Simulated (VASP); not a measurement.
Cr: single point with r2SCAN

Crystal: Cr.

```
CELL_PARAMETERS angstrom
1.16955 -2.51541 0.00000
1.16955 2.51541 0.00000
0.00000 0.00000 4.14402
ATOMIC_POSITIONS crystal
Cr 0.87053 0.12947 0.75000
Cr 0.12947 0.87053 0.25000
```

```yaml
Program: VASP 6.6.1
Task: single point
Functional: r2SCAN
Potentials_or_basis: VASP PAW PBE potentials, release 64 (Cr_pv)
Cutoff: 520 eV
k_mesh: 13 × 13 × 7
Occupations: fermi-dirac, width 0.05 eV
Spin: collinear spin, ferromagnetic start
Starting_moments: "[3.0, 3.0] μB"
```

- Pressure: -11.0 GPa
- Largest force: 0.004 eV/Å
- Band gap on the k mesh: zero (filled and empty bands overlap)
- Net moment: 0.00 μB per cell
- Valence electrons inside the program's atomic spheres: Cr 11.22

Forces in eV/Å, atoms in the order of the input:
```
Cr   0.000  0.004  0.000
Cr   0.000 -0.004  0.000
```

Stress tensor (GPa, compression positive):
```
-11.71   0.00   0.00
  0.00 -11.09   0.00
  0.00   0.00 -10.09
```

Levels at points of the mesh, in eV from the Fermi level:
Spin up:
```tsv
k point	band 8	band 9	band 10	band 11	band 12	band 13	band 14	band 15	band 16	band 17
(0.00, 0.00, 0.00)	-4.29	-2.18	-2.01	-0.89	0.28	0.67	1.10	1.14	1.81	1.96
```
Spin down:
| k point | band 10 | band 11 | band 12 | band 13 | band 14 | band 15 |
| --- | --- | --- | --- | --- | --- | --- |
| (0.00, 0.00, 0.00) | -2.01 | -0.89 | 0.28 | 0.67 | 1.10 | 1.14 |

Run time: 4.5 min on 1 thread of Intel(R) Xeon(R) 6975P-C (Granite Rapids), with other jobs on the host, peak memory 0.28 GiB.

Caveat: the cell stands under tension; the PAW data sets were made with another functional, which shifts forces and pressure a little.
